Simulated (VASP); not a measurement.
Here is a VASP 6.6.1 calculation.

File POSCAR:

```
Sr
1.0
   -2.4613750000      2.4613750000      2.4250000000
    2.4613750000     -2.4613750000      2.4250000000
    2.4613750000      2.4613750000     -2.4250000000
Sr
1
Direct
    0.0000000000      0.0000000000      0.0000000000
```

The input INCAR.step1:

```
SYSTEM = Sr
  ALGO = Normal
  EDIFF = 1E-4
  ENCUT = 520
  GGA = PE
  ISMEAR = 0
  LASPH = .TRUE.
  LCHARG = .FALSE.
  LREAL = .FALSE.
  LWAVE = .TRUE.
  NBANDS = 11
  NELM = 80
  PREC = Accurate
  SIGMA = 0.15
```

INCAR.step2

```
SYSTEM = Sr
  ALGO = Normal
  EDIFF = 1E-6
  ENCUT = 520
  ISIF = 2
  ISMEAR = 0
  ISTART = 1
  LASPH = .TRUE.
  LCHARG = .FALSE.
  LMIXTAU = .TRUE.
  LREAL = .FALSE.
  LWAVE = .FALSE.
  METAGGA = R2SCAN
  NBANDS = 11
  NELM = 80
  PREC = Accurate
  SIGMA = 0.15
```

Contents of KPOINTS:

```
k-points
0
G
  14 14 14
  0 0 0
```

Potentials or basis: VASP PAW PBE potentials, release 64 (Sr_sv).

The run is started by

```console
$ cat potpaw_PBE.64/Sr_sv/POTCAR > POTCAR
$ cp INCAR.step1 INCAR
$ mpirun -np 1 vasp_std > vasp.out
$ cp INCAR.step2 INCAR
$ mpirun -np 1 vasp_std > vasp.out
```

**Question.** What does it give for the band gap on the k mesh?

**Answer.** Zero (bands 5 and 6 overlap by 0.28 eV).

**Question.** What does it give for the pressure?

**Answer.** -0.5 GPa.

Caveat: the cell differs from its parent crystal (strain +0.015 along x and y, +0.000 along z); the PAW data sets were made with another functional, which shifts forces and pressure a little.
